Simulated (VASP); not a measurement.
# C (Fd-3m) in VASP: further runs, part 2 of 3

VASP 6.6.1. Earlier steps stand in the parts before.

## Step 3: Single point, PBE

This run uses another cell than the first one, of 5.67 Å³/atom, 0.943 times its volume.

File INCAR:

```
  PREC = Accurate
  ENCUT = 520
  EDIFF = 1E-7
  ISMEAR = -1
  SIGMA = 0.05
  LREAL = False
  LASPH = True
  NELM = 80
  ALGO = Normal
  ISIF = 2
  LWAVE = False
  LCHARG = False
  GGA = PE
  NBANDS = 11
```

File KPOINTS:

```
Automatic mesh
0
Gamma
  4 4 4
```

File POSCAR:

```
C
1.0
    0.0000000000      1.7833700000      1.7833700000
    1.7833700000      0.0000000000      1.7833700000
    1.7833700000      1.7833700000      0.0000000000
C
2
Direct
    0.7500000000      0.7500000000      0.7500000000
    0.5000000000      0.5000000000      0.5000000000
```

Potentials or basis: VASP PAW PBE potentials, release 64 (C).

Started as:

```
cat potpaw_PBE.64/C/POTCAR > POTCAR
mpirun -np 1 vasp_std > vasp.out
```

OUTCAR:

```text
PREC = Accurate
   ENCUT = 520
   EDIFF = 1E-7
   ISMEAR = -1
   LREAL = False
   LASPH = True
   NELM = 80
   ISIF = 2
   GGA = PE

 ion  position               nearest neighbor table
   1  0.750  0.750  0.750-   2 1.54   2 1.54   2 1.54   2 1.54
   2  0.500  0.500  0.500-   1 1.54   1 1.54   1 1.54   1 1.54

  LATTYP: Found a face centered cubic cell.
 ALAT       =     3.5667400000

  Lattice vectors:

 A1 = (   0.0000000000,   1.7833700000,   1.7833700000)
 A2 = (   1.7833700000,   0.0000000000,   1.7833700000)
 A3 = (   1.7833700000,   1.7833700000,   0.0000000000)

Analysis of symmetry for initial positions (statically):
=====================================================================
 Subroutine PRICEL returns:
 Original cell was already a primitive cell.

 Routine SETGRP: Setting up the symmetry group for a
 face centered cubic supercell.

 Subroutine GETGRP returns: Found 48 space group operations
 (whereof 24 operations were pure point group operations)
 out of a pool of 48 trial point group operations.

The static configuration has the point symmetry T_d .
 The point group associated with its full space group is O_h .

Analysis of symmetry for dynamics (positions and initial velocities):
=====================================================================
 Subroutine PRICEL returns:
 Original cell was already a primitive cell.

 Routine SETGRP: Setting up the symmetry group for a
 face centered cubic supercell.

 Subroutine GETGRP returns: Found 48 space group operations
 (whereof 24 operations were pure point group operations)
 out of a pool of 48 trial point group operations.

The dynamic configuration has the point symmetry T_d .
 The point group associated with its full space group is O_h .

 Subroutine INISYM returns: Found 48 space group operations
 (whereof 24 operations are pure point group operations),
 and found     1 'primitive' translations

----------------------------------------------------------------------------------------

                                     Primitive cell

  volume of cell :      11.3437

  direct lattice vectors                    reciprocal lattice vectors
     0.000000000  1.783370000  1.783370000    -0.280368067  0.280368067  0.280368067
     1.783370000  0.000000000  1.783370000     0.280368067 -0.280368067  0.280368067
     1.783370000  1.783370000  0.000000000     0.280368067  0.280368067 -0.280368067

  length of vectors
     2.522066041  2.522066041  2.522066041     0.485611737  0.485611737  0.485611737

  position of ions in fractional coordinates (direct lattice)
     0.750000000  0.750000000  0.750000000
     0.500000000  0.500000000  0.500000000

  ion indices of the primitive-cell ions
   primitive index   ion index
                 1           1
                 2           2

----------------------------------------------------------------------------------------

 KPOINTS: Automatic mesh

Automatic generation of k-mesh.
 Grid dimensions read from file:
 generate k-points for:    4    4    4

 Generating k-lattice:

  Cartesian coordinates                     Fractional coordinates (reciprocal lattice)
[... 22 lines left out ...]
 -0.250000  0.250000  0.000000     12.000000
  0.500000  0.500000  0.000000      3.000000
 -0.250000  0.500000  0.250000      6.000000
   k-points           NKPTS =      8   k-points in BZ     NKDIM =      8   number of bands    NBANDS=     11
   number of dos      NEDOS =    301   number of ions     NIONS =      2
   total plane-waves  NPLWV =   8000
   dimension x,y,z NGX =    20 NGY =   20 NGZ =   20
   dimension x,y,z NGXF=    40 NGYF=   40 NGZF=   40
   ions per type =               2
   NGX,Y,Z   is equivalent  to a cutoff of  13.18, 13.18, 13.18 a.u.
   NGXF,Y,Z  is equivalent  to a cutoff of  26.37, 26.37, 26.37 a.u.
 SYSTEM =  unknown system
   PREC   = accura    normal or accurate (medium, high low for compatibility)
   ISTART =      0    job   : 0-new  1-cont  2-samecut
   ICHARG =      2    charge: 1-file 2-atom 10-const
   ISPIN  =      1    spin polarized calculation?
   LNONCOLLINEAR =      F non collinear calculations
   LSORBIT =      F    spin-orbit coupling
   LASPH  =      T    aspherical Exc in radial PAW
   ENCUT  =  520.0 eV  38.22 Ry    6.18 a.u.   4.69  4.69  4.69*2*pi/ulx,y,z
   NELM   =     80;   NELMIN=  2; NELMDL= -5     # of ELM steps
   EDIFF  = 0.1E-06   stopping-criterion for ELM
   LREAL  =      F    real-space projection
   EDIFFG = 0.1E-05   stopping-criterion for IOM
   NSW    =      0    number of steps for IOM
   IBRION =     -1    ionic relax: 0-MD 1-quasi-New 2-CG
   NFREE  =      0    steps in history (QN), initial steepest desc. (CG)
   ISIF   =      2    stress and relaxation
   ISYM   =      2    0-nonsym 1-usesym 2-fastsym
   POTIM  = 0.5000    time-step for ionic-motion
   TEBEG  =    0.0;   TEEND  =   0.0 temperature during run
   PSTRESS=    0.0 pullay stress
   NELECT =       8.0000    total number of electrons
   NUPDOWN=      -1.0000    fix difference up-down
   EMIN   =  10.00;   EMAX   =-10.00  energy-range for DOS
   EFERMI =   0.00;   METHOD = LEGACY
   ISMEAR =    -1;   SIGMA  =   0.05  broadening in eV -4-tet -1-fermi 0-gaus
   EFERMI_NEDOS =   21; number of points for ismear=-14 and -15
   IALGO  =     38    algorithm
   IMIX   =      4    mixing-type and parameters
     AMIX     =   0.40;   BMIX     =  1.00
     AMIX_MAG =   1.60;   BMIX_MAG =  1.00
  volume/ion in A,a.u.               =       5.67        38.28
  Fermi-wavevector in a.u.,A,eV,Ry     =   1.457203  2.753714 28.891161  2.123440
  Thomas-Fermi vector in A             =   2.574032
   LORBIT       =      0    0 simple, 1 ext, 2 COOP (PROOUT), +10 PAW based schemes
   GGA     = PE    functional components
   LHFCALC =     F    Hartree Fock is set to
   AEXX    =    0.0000 exact exchange contribution
   IVDW    =     0    specifies the selected vdW correction
   LEPSILON=     F    determine dielectric tensor
   LRPA    =     F    only Hartree local field effects (RPA)
 non-spin polarized calculation
  energy-cutoff  :      520.00
  volume of cell :       11.34
 maximum number of plane-waves:       308
 NGX is ok and might be reduce to    20
   NGX =  9   NGY =  9   NGZ =  9

 number of electron       7.9999999 magnetization

 Free energy of the ion-electron system (eV)
  ---------------------------------------------------
  ext. energy  EPLUGINS =         0.00000000
  ---------------------------------------------------
  free energy    TOTEN  =       -18.05217523 eV

  energy without entropy =      -18.05217523  energy(sigma->0) =      -18.05217523

 E-fermi :  10.8521     XC(G=0): -13.2372

 val. band max:        9.7629910926   @ k =   0.0000   0.0000   0.0000
 cond. band min:      14.1944763071   @ k =   0.2500   0.2500   0.0000
 fundamental gap:      4.4314852145
 Fermi energy:        10.8521303268

 k-point     1 :       0.0000    0.0000    0.0000
  band No.  band energies     occupation
      1     -11.7273      2.00000
      2       9.7630      2.00000
      3       9.7630      2.00000
      4       9.7630      2.00000
      5      15.3444      0.00000
      6      15.3444      0.00000
      7      15.3444      0.00000
      8      23.0951      0.00000
      9      29.0453      0.00000
     10      36.2731      0.00000
     11      36.2731      0.00000
[... 85 lines left out ...]
 k-point     8 :      -0.2500    0.5000    0.2500
  band No.  band energies     occupation
      1      -2.2167      2.00000
      2      -2.2167      2.00000
      3       1.4293      2.00000
      4       1.4293      2.00000
      5      20.3749      0.00000
      6      20.3749      0.00000
      7      22.0779      0.00000
      8      22.0779      0.00000
      9      31.0902      0.00000
     10      31.0902      0.00000
     11      40.1723      0.00000

------------------------ aborting loop because EDIFF is reached ----------------------------------------

  FORCE on cell =-STRESS in cart. coord.  units (eV):
  Direction    XX          YY          ZZ          XY          YZ          ZX
  --------------------------------------------------------------------------------------
  -------------------------------------------------------------------------------------
  Total        0.2538898      0.2538898      0.2538898      0.0000000      0.0000000      0.0000000
  in kB       35.8592763     35.8592763     35.8592763      0.0000000      0.0000000      0.0000000
  external PRESSURE =      35.8592763 kB  Pullay stress =       0.0000000 kB

 VOLUME and BASIS-vectors are now :
 -----------------------------------------------------------------------------
  energy-cutoff  :      520.00
  volume of cell :       11.34
      direct lattice vectors                 reciprocal lattice vectors
     0.000000000  1.783370000  1.783370000    -0.280368067  0.280368067  0.280368067
     1.783370000  0.000000000  1.783370000     0.280368067 -0.280368067  0.280368067
     1.783370000  1.783370000  0.000000000     0.280368067  0.280368067 -0.280368067

 POSITION                                       TOTAL-FORCE (eV/Angst)
 -----------------------------------------------------------------------------------
      2.67505      2.67505      2.67505        -0.000000     -0.000000     -0.000000
      1.78337      1.78337      1.78337         0.000000      0.000000      0.000000
 -----------------------------------------------------------------------------------
    total drift:                                0.000000     -0.000000      0.000000

  FREE ENERGIE OF THE ION-ELECTRON SYSTEM (eV)
  ---------------------------------------------------
  free  energy   TOTEN  =       -18.0521752319 eV

  energy  without entropy=      -18.0521752319  energy(sigma->0) =      -18.05217523
```

It took 1.9 s on 1 thread of Intel Xeon Platinum 8375C at 2.90GHz (Ice Lake), shared host; peak memory 0.11 GiB.

Results:

- Free energy: -18.0522 eV
- Pressure: 3.6 GPa
- Band gap on the k mesh: 4.43 eV, indirect (least direct gap 5.58 eV)

Caveat: the k points lie up to 0.76 Å⁻¹ apart. As with any semilocal functional, this PBE gap is likely too small.

## Step 4: Single point, BLYP

This run uses another cell than the first one, of 5.33 Å³/atom, 0.887 times its volume.

File INCAR:

```
AGGAC = 1.0
AGGAX = 1.0
ALDAC = 0.0
ALDAX = 1.0
ALGO = Normal
EDIFF = 1E-6
ENCUT = 520
GGA = B5
ISIF = 2
ISMEAR = -1
LASPH = T
LCHARG = F
LREAL = F
LWAVE = F
NBANDS = 11
NELM = 80
PREC = Accurate
SIGMA = 0.05
```

File KPOINTS:

```
k-points
0
Gamma
  13 13 13
```

File POSCAR:

```
C
1.0
    0.0000000000      1.7469644787      1.7469644787
    1.7469644787      0.0000000000      1.7469644787
    1.7469644787      1.7469644787      0.0000000000
C
2
Direct
    0.7500000000      0.7500000000      0.7500000000
    0.5000000000      0.5000000000      0.5000000000
```

Started as:

```
cat potpaw_PBE.64/C/POTCAR > POTCAR
mpirun -np 1 vasp_std > vasp.out
```

Run time: 8 s. Hardware: 1 thread of Intel Xeon Platinum 8375C at 2.90GHz (Ice Lake), shared host; peak memory 0.11 GiB.

It converged, with:

```
Free energy            : -16.6041 eV
Pressure               : 43.0 GPa
Band gap on the k mesh : 4.63 eV, indirect (least direct gap 5.93 eV)
```

Levels at points of the mesh, in eV from the valence-band top:
```
           k point  band 2  band 3  band 4  band 5  band 6  band 7
(0.00, 0.00, 0.00)    0.00    0.00    0.00    5.93    5.93    5.93
```

Caveat: the PAW data sets were made with another functional, which shifts forces and pressure a little. A k mesh can miss the band edges.

## Step 5: Single point, BLYP

This run uses another cell than the first one, of 5.44 Å³/atom, 0.906 times its volume.

File INCAR:

```
SYSTEM = C
PREC = Accurate ; ENCUT = 520
EDIFF = 1E-6 ; ISMEAR = -1
SIGMA = 0.05 ; LREAL = .FALSE.
LASPH = .TRUE. ; NELM = 60
ALGO = Normal ; ISIF = 2
LWAVE = .FALSE. ; LCHARG = .TRUE.
GGA = B5 ; ALDAX = 1.0
AGGAX = 1.0 ; AGGAC = 1.0
ALDAC = 0.0 ; LELF = .TRUE.
LVHAR = .TRUE. ; NBANDS = 11
```

File KPOINTS:

```
regular mesh
0
G
  13 13 13
  0 0 0
```

File POSCAR:

```
C
1.0
    0.0000000000      1.7592674508      1.7592674508
    1.7592674508      0.0000000000      1.7592674508
    1.7592674508      1.7592674508      0.0000000000
C
2
Direct
    0.7500000000      0.7500000000      0.7500000000
    0.5000000000      0.5000000000      0.5000000000
```

Started as:

```
cat potpaw_PBE.64/C/POTCAR > POTCAR
mpirun -np 1 vasp_std > vasp.out
```

Wall time 9.3 s (1 thread of Intel Xeon Platinum 8375C at 2.90GHz (Ice Lake), shared host); peak memory 0.12 GiB.

It converged, with:

- Free energy: -16.6570 eV
- Pressure: 31.6 GPa
- Band gap on the k mesh: 4.57 eV, indirect (least direct gap 5.86 eV)

Levels at points of the mesh, in eV from the valence-band top:
| k point | band 1 | band 2 | band 3 | band 4 | band 5 | band 6 | band 7 | band 8 | band 9 |
| --- | --- | --- | --- | --- | --- | --- | --- | --- | --- |
| (0.00, 0.00, 0.00) | -21.74 | 0.00 | 0.00 | 0.00 | 5.86 | 5.86 | 5.86 | 14.41 | 20.36 |

Caveat: the PAW data sets were made with another functional, which shifts forces and pressure a little. A hybrid or GW would open this gap; BLYP tends to underestimate it.

[end of part 2 of 3]
